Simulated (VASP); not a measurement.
Wanted: the native input for a VASP 6.6.1 run.

```
Task                   : single point
Functional             : LDA
Potentials or basis    : VASP PAW LDA potentials, release 64 (Pb_d)
Cutoff                 : 520 eV
k mesh                 : 7 × 7 × 7
Occupations            : fermi-dirac, width 0.05 eV
Spin                   : no spin polarisation
Dipole correction      : no
Further INCAR settings : ALGO = Normal; EDIFF = 1e-06; NBANDS = 21
```

The structure of Pb lies in POSCAR:

```
Pb
1.0
    0.0000000000      3.4159188228      3.4159188228
    3.4159188228      0.0000000000      3.4159188228
    3.4159188228      3.4159188228      0.0000000000
Pb
2
Direct
    0.2500000000      0.2500000000      0.2500000000
    0.0000000000      0.0000000000      0.0000000000
```

This cell differs from its parent crystal: volume scaled by 0.98.

The input as run:

INCAR

```
SYSTEM = Pb
PREC = Accurate ; ENCUT = 520
EDIFF = 1E-6 ; ISMEAR = -1
SIGMA = 0.05 ; LREAL = .False.
LASPH = .True. ; NELM = 100
ALGO = Normal ; ISIF = 2
LWAVE = .False. ; LCHARG = .False.
GGA = CA ; NBANDS = 21
```

KPOINTS

```
regular mesh
0
Gamma
  7 7 7
  0 0 0
```

Potentials or basis: VASP PAW LDA potentials, release 64 (Pb_d).

Command:

```console
$ cat potpaw_LDA.64/Pb_d/POTCAR > POTCAR
$ mpirun -np 1 vasp_std > vasp.out
```

Results of the run:

```
Pressure               : -0.1 GPa
Band gap on the k mesh : zero (band 14 reaches 4.65 eV, above the bottom of band 15 at 3.50 eV)
```

Caveat: spin-orbit coupling is left out, which moves the levels of the heavy elements.

It took 37 s on 1 thread of AMD EPYC 7R13 (shared host), peak memory 0.15 GiB.
